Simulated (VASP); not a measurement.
Set up this calculation in VASP 6.6.1, as the native input.

```
Task                   : single point
Functional             : LDA
Potentials or basis    : VASP PAW LDA potentials, release 64 (Pb_d, S)
Cutoff                 : 400 eV
k mesh                 : 4 × 4 × 3
Occupations            : fermi-dirac, width 0.2 eV
Spin                   : no spin polarisation
Dipole correction      : no
Further INCAR settings : ALGO = Normal; EDIFF = 1e-06; NBANDS = 28; NELMDL = -8
```

The structure of PbS lies in POSCAR:

```
PbS
1.0
    2.0799526900     -5.9912968600      0.0000000000
    2.0799526900      5.9912968600      0.0000000000
    0.0000000000      0.0000000000      5.2793209400
Pb S
2 2
Direct
    0.8694366500      0.1305633500      0.6079362747
    0.1305633500      0.8694366500      0.2026454249
    0.6452029100      0.3547970900      0.6079362747
    0.3547970900      0.6452029100      0.2026454249
```

These files were run (other wordings do the same):

INCAR

```
PREC = Accurate
ENCUT = 400
EDIFF = 1E-6
ISMEAR = -1
SIGMA = 0.2
LREAL = F
LASPH = T
NELM = 120
ALGO = Normal
ISIF = 2
LWAVE = F
LCHARG = F
GGA = CA
NBANDS = 28
GGA_COMPAT = F
NELMDL = -8
```

KPOINTS

```
regular mesh
0
Gamma
  4 4 3
```

Potentials or basis: VASP PAW LDA potentials, release 64 (Pb_d, S).

Launch:

```console
$ cat potpaw_LDA.64/Pb_d/POTCAR potpaw_LDA.64/S/POTCAR > POTCAR
$ mpirun -np 1 vasp_std > vasp.out
```

It gave:

```json
{
  "Largest force": "0.871 eV/Å",
  "Band gap on the k mesh": "1.04 eV, indirect (least direct gap 1.40 eV)"
}
```

Caveat: spin-orbit coupling is left out, which moves the levels of the heavy elements.

It took 63 s on 1 thread of Intel Xeon 6975P-C, on a shared host, peak memory 0.21 GiB.
